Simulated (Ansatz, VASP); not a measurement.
This is a calculation of C for Ansatz 0.2.0.

The input input.yaml:

```yaml
crystal:
  lattice:
    - [2.1273203072, -1.22828244, 0.0]
    - [2.1273203072, 1.22828244, 0.0]
    - [-1.3790696309, 0.0, 3.5028300786]
  atoms:
    - { symbol: C, position: [0.16664447, 0.16664447, 0.99990696] }
    - { symbol: C, position: [0.83335553, 0.83335553, 9.304e-05] }
hamiltonian:
  xc: pbesol
  pseudopotentials: { kind: paw }
kpoints:
  mp_grid: { grid: [13, 13, 8] }
scf:
  occupations: { method: fermi_dirac, width: 0.05 }
output:
  forces: true
  stress: true
  eigenvalues: true
relax:
  f_tol: 0.01
  max_steps: 40
  cell: { stress_tol: 0.05 }
```

Potentials or basis: Ansatz PAW.

The run is started by

```console
$ ansatz run input.yaml --threads 2 --pin off --max-ram 5632MiB --backend cpu --events-out ev --progress --plain --runs-dir out
```

Problem. Translate it to VASP 6.6.1. Potentials there: VASP PAW PBE potentials, release 64 (C).

Solution. As run (the cutoff follows the program's own potentials):

INCAR

```
  ALGO = Normal
  EDIFF = 1E-7
  EDIFFG = -0.01
  ENCUT = 600
  GGA = PS
  IBRION = 2
  ISIF = 3
  ISMEAR = -1
  LASPH = T
  LCHARG = F
  LREAL = F
  LWAVE = F
  NELM = 100
  NSW = 60
  PREC = Accurate
  SIGMA = 0.05
```

File KPOINTS:

```
k-points
0
Gamma
  13 13 8
```

File POSCAR:

```
C
1.0
    2.1273203072     -1.2282824400      0.0000000000
    2.1273203072      1.2282824400      0.0000000000
   -1.3790696309      0.0000000000      3.5028300786
C
2
Direct
    0.1666444700      0.1666444700      0.9999069600
    0.8333555300      0.8333555300      0.0000930400
```

Potentials or basis: VASP PAW PBE potentials, release 64 (C).

Run with:

```console
$ cat potpaw_PBE.64/C/POTCAR > POTCAR
$ mpirun -np 1 vasp_std > vasp.out
```

Both were run:

|  | VASP | Ansatz | Ansatz less VASP |
| --- | --- | --- | --- |
| gap on the k mesh at the Fermi level, each at its own relaxed structure (eV) | 0.99 | 1.06 | +0.070 |
| relaxed volume (Å³/atom) | 9.36 | 9.56 | +0.198 |
| relaxed length of the cell vector where the two differ most in proportion (Å) | 3.837 | 3.913 | +0.0760 |

VASP's potentials were made for PBE, not for PBEsol.

Noted on Ansatz's run: odd divisions of the mesh miss points on the zone boundary, where band edges often lie, so the gap on the mesh can be too wide; the plane-wave basis is chosen anew once the cell has moved, so the energies of steps on either side of that aren't comparable.
